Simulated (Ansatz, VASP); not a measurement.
**Si8AuO16 in VASP and in Ansatz**

```
Si O Au
1.0
    -4.18650   -4.18650    0.00000
     4.18650   -4.18650    0.00000
     0.00000    0.00000    5.33680
Si O Au
8 16 1
Direct
  0.46603 0.49518 0.99600
  0.99535 0.53400 0.25432
  0.48152 0.49563 0.50679
  0.99579 0.51854 0.74353
  0.03419 0.00473 0.99600
  0.50488 0.96585 0.25431
  0.01870 0.00429 0.50679
  0.50443 0.98136 0.74353
  0.18072 0.50734 0.00020
  0.07052 0.19140 0.27967
  0.80872 0.57029 0.97072
  0.00747 0.81935 0.25012
  0.18020 0.52667 0.50161
  0.02053 0.20529 0.74144
  0.79479 0.52034 0.50886
  0.02679 0.81988 0.74871
  0.69148 0.92949 0.97066
  0.49275 0.68055 0.25012
  0.31949 0.99259 0.00020
  0.42972 0.30861 0.27959
  0.70543 0.97954 0.50888
  0.47342 0.68002 0.74871
  0.32003 0.97327 0.50160
  0.47970 0.29463 0.74144
  0.75009 0.24987 0.12516
```

Alike in both runs: functional PBE; k mesh 2 × 2 × 2; occupations fermi-dirac, width 0.05 eV; collinear spin.

Ansatz relaxed the structure, and its values are those at the end. VASP's run is a single point on that final structure, the one shown.

```csv
,VASP,Ansatz
version,VASP 6.6.1,Ansatz 0.2.0
potentials or method,"VASP PAW PBE potentials, release 64 (Si, O, Au), cutoff 520 eV","scalar-relativistic, plane waves, PAW"
valence electrons in the cell,139,147
```

```tsv
	VASP	Ansatz	Ansatz less VASP
rms of the force components (eV/Å)	0.023	0.005	-0.0180
net moment per atom (μB)	0.00	0.00	0.000
```

VASP's potentials hold 139 valence electrons a cell and Ansatz's 147, so a difference there can come from the potentials and not from the codes. Ansatz's warnings: filled band counts differ across k points, seeded moment not kept.

The k mesh is coarse, so the values compare programs but aren't converged. Spin-orbit coupling is off throughout.
